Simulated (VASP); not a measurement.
# MoS (Fm-3m) in VASP: single point with PBE+U

Aim: the single point of MoS with PBE+U.

Everything below comes from runs of VASP 6.6.1. Logs are shortened: lines on timing, memory, paths and dates and some standing lists are left out, and cuts for length are marked.

**1. The cell of the first run**

It takes space group Fm-3m (No. 225, cubic). The conventional cell has a = 5.206 Å, b = 5.206 Å, c = 5.206 Å, α = 90.00°, β = 90.00°, γ = 90.00°. Mo (site symmetry m-3m) has 6 S at 2.60 Å within 3.4 Å. Within 3.4 Å of S (site symmetry m-3m) lie 6 Mo at 2.60 Å.

**2. Single point, PBE+U, collinear spin**

INCAR

```
PREC = Accurate
ENCUT = 520
EDIFF = 1E-6
ISMEAR = 0
SIGMA = 0.1
LREAL = F
LASPH = T
NELM = 150
ALGO = Fast
ISIF = 2
LWAVE = F
LCHARG = F
ISPIN = 2
MAGMOM = 2 -2 0 0
LORBIT = 11
LMAXMIX = 4
LDAU = T
LDAUTYPE = 2
LDAUL = 2 -1
LDAUU = 4.38 0
LDAUJ = 0 0
LDAUPRINT = 1
GGA = PE
NBANDS = 32
```

KPOINTS

```
Automatic mesh
0
Gamma
  14 14 7
```

POSCAR

```
MoS
1.0
    0.0000000000      2.6031059795      2.6031059795
    5.2062119590      2.6031059795      2.6031059795
    5.2062119590      5.2062119590      0.0000000000
Mo S
2 2
Direct
    0.0000000000      1.0000000000      1.0000000000
    0.0000000000      1.0000000000      0.5000000000
    0.5000000000      0.5000000000      0.0000000000
    0.5000000000      0.5000000000      0.5000000000
```

Potentials or basis: VASP PAW PBE potentials, release 64 (Mo_sv, S).

The run is started by

```
$ cat potpaw_PBE.64/Mo_sv/POTCAR potpaw_PBE.64/S/POTCAR > POTCAR
$ mpirun -np 1 vasp_std > vasp.out
```

OUTCAR:

```text
PREC = Accurate
   ENCUT = 520
   EDIFF = 1E-6
   ISMEAR = 0
   LREAL = F
   LASPH = T
   NELM = 150
   ISIF = 2
   ISPIN = 2
   LORBIT = 11
   GGA = PE

 ion  position               nearest neighbor table
   1  0.000  0.000  0.000-   4 2.60   3 2.60   4 2.60   3 2.60   4 2.60   4 2.60
   2  0.000  0.000  0.500-   3 2.60   3 2.60   4 2.60   4 2.60   3 2.60   3 2.60
   3  0.500  0.500  0.000-   2 2.60   1 2.60   2 2.60   1 2.60   2 2.60   2 2.60
   4  0.500  0.500  0.500-   1 2.60   1 2.60   2 2.60   2 2.60   1 2.60   1 2.60

  LATTYP: Found a simple tetragonal cell.
 ALAT       =     3.6813477805
 C/A-ratio  =     1.4142135624

  Lattice vectors:

 A1 = (   0.0000000000,  -2.6031059795,   2.6031059795)
 A2 = (   0.0000000000,  -2.6031059795,  -2.6031059795)
 A3 = (   5.2062119590,   0.0000000000,   0.0000000000)

Analysis of symmetry for initial positions (statically):
=====================================================================
 Subroutine PRICEL returns following result:

  LATTYP: Found a face centered cubic cell.
 ALAT       =     5.2062119590
[... 12 lines left out ...]
 Subroutine GETGRP returns: Found 16 space group operations
 (whereof 16 operations were pure point group operations)
 out of a pool of 16 trial point group operations.

The static configuration has the point symmetry D_4h.

Analysis of symmetry for dynamics (positions and initial velocities):
=====================================================================
 Subroutine PRICEL returns following result:

  LATTYP: Found a face centered cubic cell.
 ALAT       =     5.2062119590
[... 12 lines left out ...]
 Subroutine GETGRP returns: Found 16 space group operations
 (whereof 16 operations were pure point group operations)
 out of a pool of 16 trial point group operations.

The dynamic configuration has the point symmetry D_4h.

Analysis of structural, dynamic, and magnetic symmetry:
=====================================================================
 Subroutine PRICEL returns following result:

  LATTYP: Found a face centered cubic cell.
 ALAT       =     5.2062119590
[... 12 lines left out ...]
 Subroutine GETGRP returns: Found 16 space group operations
 (whereof 16 operations were pure point group operations)
 out of a pool of 16 trial point group operations.

The overall configuration has the point symmetry D_4h.

 Subroutine INISYM returns: Found 16 space group operations
 (whereof 16 operations are pure point group operations),
 and found     2 'primitive' translations

----------------------------------------------------------------------------------------

                                     Primitive cell

  volume of cell :      35.2781

  direct lattice vectors                    reciprocal lattice vectors
    -2.603105980  2.603105980 -0.000000000    -0.192078234  0.192078234 -0.192078234
    -2.603105980  0.000000000  2.603105979    -0.192078234 -0.192078234  0.192078234
     0.000000000  2.603105980  2.603105979     0.192078234  0.192078234  0.192078234

  length of vectors
     3.681347781  3.681347781  3.681347781     0.332689261  0.332689261  0.332689261

  position of ions in fractional coordinates (direct lattice)
[... 139 lines left out ...]
  0.0000  0.0621 -0.0000 -0.0000 -0.0000
 -0.0000 -0.0000  0.1302  0.0000 -0.0018
  0.0000 -0.0000  0.0000  0.0357  0.0000
  0.0000 -0.0000 -0.0018  0.0000  0.1323

 occupancies and eigenvectors

  o =  0.0357  v =  0.0000  0.0000  0.0000  0.0000  0.0000  0.9999 -0.0000  0.0000 -0.0104 -0.0000      0.0000  0.0000  0.0000  0.0000  0.0000  0.0000  0.0000  0.0000  0.0000  0.0000
  o =  0.0357  v =  0.0000  0.0000  0.0000  0.0000  0.0000 -0.0104 -0.0000  0.0000 -0.9999 -0.0000      0.0000  0.0000  0.0000  0.0000  0.0000  0.0000  0.0000  0.0000  0.0000  0.0000
  o =  0.0621  v =  0.0000  0.0000  0.0000  0.0000  0.0000  0.0000  1.0000  0.0000 -0.0000  0.0000      0.0000  0.0000  0.0000  0.0000  0.0000  0.0000  0.0000  0.0000  0.0000  0.0000
  o =  0.1291  v =  0.0000  0.0000  0.0000  0.0000  0.0000  0.0000  0.0000 -0.8660 -0.0000 -0.5000      0.0000  0.0000  0.0000  0.0000  0.0000  0.0000  0.0000  0.0000  0.0000  0.0000
  o =  0.1334  v =  0.0000  0.0000  0.0000  0.0000  0.0000  0.0000 -0.0000 -0.5000 -0.0000  0.8660      0.0000  0.0000  0.0000  0.0000  0.0000  0.0000  0.0000  0.0000  0.0000  0.0000
  o =  0.5360  v =  0.0000 -0.0000  0.8660  0.0000  0.5000  0.0000  0.0000  0.0000  0.0000  0.0000      0.0000  0.0000  0.0000  0.0000  0.0000  0.0000  0.0000  0.0000  0.0000  0.0000
  o =  0.5828  v =  0.0000  0.0000  0.5000 -0.0000 -0.8660  0.0000  0.0000  0.0000  0.0000  0.0000      0.0000  0.0000  0.0000  0.0000  0.0000  0.0000  0.0000  0.0000  0.0000  0.0000
  o =  0.8157  v =  0.0000 -0.0000  0.0000 -1.0000  0.0000  0.0000  0.0000  0.0000  0.0000  0.0000      0.0000  0.0000  0.0000  0.0000  0.0000  0.0000  0.0000  0.0000  0.0000  0.0000
  o =  0.8157  v =  1.0000  0.0000  0.0000  0.0000  0.0000  0.0000  0.0000  0.0000  0.0000  0.0000      0.0000  0.0000  0.0000  0.0000  0.0000  0.0000  0.0000  0.0000  0.0000  0.0000
  o =  0.8489  v =  0.0000  1.0000 -0.0000 -0.0000  0.0000  0.0000  0.0000  0.0000  0.0000  0.0000      0.0000  0.0000  0.0000  0.0000  0.0000  0.0000  0.0000  0.0000  0.0000  0.0000

atom =   2  type =  1  l = 2

 onsite density matrix

spin component  1

  0.0357  0.0000 -0.0000  0.0000  0.0000
  0.0000  0.0621 -0.0000 -0.0000  0.0000
 -0.0000 -0.0000  0.1302  0.0000 -0.0018
  0.0000 -0.0000  0.0000  0.0357  0.0000
  0.0000  0.0000 -0.0018  0.0000  0.1323

spin component  2

  0.8157  0.0000  0.0000  0.0000 -0.0000
  0.0000  0.8489  0.0000 -0.0000 -0.0000
  0.0000  0.0000  0.5477  0.0000 -0.0202
  0.0000 -0.0000  0.0000  0.8157  0.0000
 -0.0000 -0.0000 -0.0202  0.0000  0.5711

 occupancies and eigenvectors

  o =  0.0357  v =  0.9997 -0.0000  0.0000 -0.0226 -0.0000  0.0000  0.0000  0.0000  0.0000  0.0000      0.0000  0.0000  0.0000  0.0000  0.0000  0.0000  0.0000  0.0000  0.0000  0.0000
  o =  0.0357  v = -0.0226 -0.0000  0.0000 -0.9997 -0.0000  0.0000  0.0000  0.0000  0.0000  0.0000      0.0000  0.0000  0.0000  0.0000  0.0000  0.0000  0.0000  0.0000  0.0000  0.0000
  o =  0.0621  v =  0.0000  1.0000  0.0000 -0.0000  0.0000  0.0000  0.0000  0.0000  0.0000  0.0000      0.0000  0.0000  0.0000  0.0000  0.0000  0.0000  0.0000  0.0000  0.0000  0.0000
  o =  0.1291  v =  0.0000  0.0000 -0.8660 -0.0000 -0.5000  0.0000  0.0000  0.0000  0.0000  0.0000      0.0000  0.0000  0.0000  0.0000  0.0000  0.0000  0.0000  0.0000  0.0000  0.0000
  o =  0.1334  v =  0.0000 -0.0000 -0.5000 -0.0000  0.8660  0.0000  0.0000  0.0000  0.0000  0.0000      0.0000  0.0000  0.0000  0.0000  0.0000  0.0000  0.0000  0.0000  0.0000  0.0000
  o =  0.5360  v =  0.0000  0.0000  0.0000  0.0000  0.0000  0.0000  0.0000  0.8660  0.0000  0.5000      0.0000  0.0000  0.0000  0.0000  0.0000  0.0000  0.0000  0.0000  0.0000  0.0000
  o =  0.5828  v =  0.0000  0.0000  0.0000  0.0000  0.0000  0.0000  0.0000  0.5000  0.0000 -0.8660      0.0000  0.0000  0.0000  0.0000  0.0000  0.0000  0.0000  0.0000  0.0000  0.0000
  o =  0.8157  v =  0.0000  0.0000  0.0000  0.0000  0.0000  0.0000  0.0000  0.0000 -1.0000  0.0000      0.0000  0.0000  0.0000  0.0000  0.0000  0.0000  0.0000  0.0000  0.0000  0.0000
  o =  0.8157  v =  0.0000  0.0000  0.0000  0.0000  0.0000  1.0000  0.0000  0.0000  0.0000  0.0000      0.0000  0.0000  0.0000  0.0000  0.0000  0.0000  0.0000  0.0000  0.0000  0.0000
  o =  0.8489  v =  0.0000  0.0000  0.0000  0.0000  0.0000  0.0000  1.0000 -0.0000  0.0000  0.0000      0.0000  0.0000  0.0000  0.0000  0.0000  0.0000  0.0000  0.0000  0.0000  0.0000

 number of electron      40.0000000 magnetization       0.0000000

 Free energy of the ion-electron system (eV)
  ---------------------------------------------------
  ext. energy  EPLUGINS =         0.00000000
  ---------------------------------------------------
  free energy    TOTEN  =       -22.47466230 eV

  energy without entropy =      -22.46600344  energy(sigma->0) =      -22.47033287

 E-fermi :   9.8593     XC(G=0): -11.3555

 val. band max:        9.8584701949   @ k =  -0.0714   0.2857   0.2857
 cond. band min:       9.8788949961   @ k =   0.1429   0.0000   0.0000
 fundamental gap:      0.0204248012
 Fermi energy:         9.8592934071

 spin component 1

 k-point     1 :       0.0000    0.0000    0.0000
  band No.  band energies     occupation
      1     -52.4890      1.00000
      2     -50.4116      1.00000
      3     -26.7540      1.00000
      4     -26.7043      1.00000
      5     -26.7043      1.00000
      6     -24.4189      1.00000
[... 1673 lines left out ...]
     31      17.8170      0.00000
     32      18.4744      0.00000

 [... further k-points ...]

------------------------ aborting loop because EDIFF is reached ----------------------------------------

  FORCE on cell =-STRESS in cart. coord.  units (eV):
  Direction    XX          YY          ZZ          XY          YZ          ZX
  --------------------------------------------------------------------------------------
  -------------------------------------------------------------------------------------
  Total        3.3732401      3.7837804      3.7837804      0.0000000     -0.0000000     -0.0000000
  in kB       76.5988585     85.9213248     85.9213248      0.0000000     -0.0000000     -0.0000000
  external PRESSURE =      82.8138360 kB  Pullay stress =       0.0000000 kB

 VOLUME and BASIS-vectors are now :
 -----------------------------------------------------------------------------
  energy-cutoff  :      520.00
  volume of cell :       70.56
      direct lattice vectors                 reciprocal lattice vectors
     0.000000000  2.603105980  2.603105980    -0.192078234  0.192078234  0.192078234
     5.206211959  2.603105980  2.603105980     0.192078234 -0.192078234  0.192078234
     5.206211959  5.206211959  0.000000000     0.000000000  0.192078234 -0.192078234

 POSITION                                       TOTAL-FORCE (eV/Angst)
 -----------------------------------------------------------------------------------
      0.00000      0.00000      0.00000        -0.000000     -0.000000      0.000000
      2.60311      2.60311      0.00000        -0.000000      0.000000     -0.000000
      2.60311      2.60311      2.60311         0.000000      0.000000     -0.000000
      5.20621      5.20621      2.60311         0.000000     -0.000000     -0.000000
 -----------------------------------------------------------------------------------
    total drift:                               -0.000000      0.000000      0.000000

  FREE ENERGIE OF THE ION-ELECTRON SYSTEM (eV)
  ---------------------------------------------------
  free  energy   TOTEN  =       -22.4746622985 eV

  energy  without entropy=      -22.4660034444  energy(sigma->0) =      -22.47033287

 total charge

# of ion       s       p       d       tot
------------------------------------------
    1        2.212   6.089   3.954  12.255
    2        2.212   6.089   3.954  12.255
    3        1.320   2.434   0.000   3.754
    4        1.320   2.434   0.000   3.754
--------------------------------------------------
tot          7.065  17.045   7.907  32.018

 magnetization (x)

# of ion       s       p       d       tot
------------------------------------------
    1        0.047   0.028   3.179   3.254
    2       -0.047  -0.028  -3.179  -3.254
    3       -0.004   0.013   0.000   0.010
    4        0.004  -0.013   0.000  -0.010
--------------------------------------------------
tot          0.000   0.000  -0.000  -0.000
```

Wall time 29 min (1 thread of Oxide Virtual Turin-like, shared host); peak memory 0.59 GiB.

What came out:

- Free energy: -22.4747 eV
- Pressure: 8.3 GPa
- Band gap on the k mesh: zero (filled and empty bands overlap)
- Net moment: 0.00 μB per cell
- Site moments: Mo +3.25, -3.25; S +0.01, -0.01 μB
- Valence electrons inside the program's atomic spheres: Mo 12.26; S 3.75

Stress tensor (GPa, compression positive):
```
7.66 0.00 0.00
0.00 8.59 0.00
0.00 0.00 8.59
```

Eigenvalues of the final occupation matrices:
| site | spin | trace | eigenvalues |
| --- | --- | --- | --- |
| site 1 d | 1 | 3.60 | 0.54 0.58 0.82 0.82 0.85 |
| site 1 d | 2 | 0.40 | 0.04 0.04 0.06 0.13 0.13 |
| site 2 d | 1 | 0.40 | 0.04 0.04 0.06 0.13 0.13 |
| site 2 d | 2 | 3.60 | 0.54 0.58 0.82 0.82 0.85 |

Caveat: the cell stands under pressure.

The gap in the log of VASP goes by the Fermi energy; the results here count the filled bands.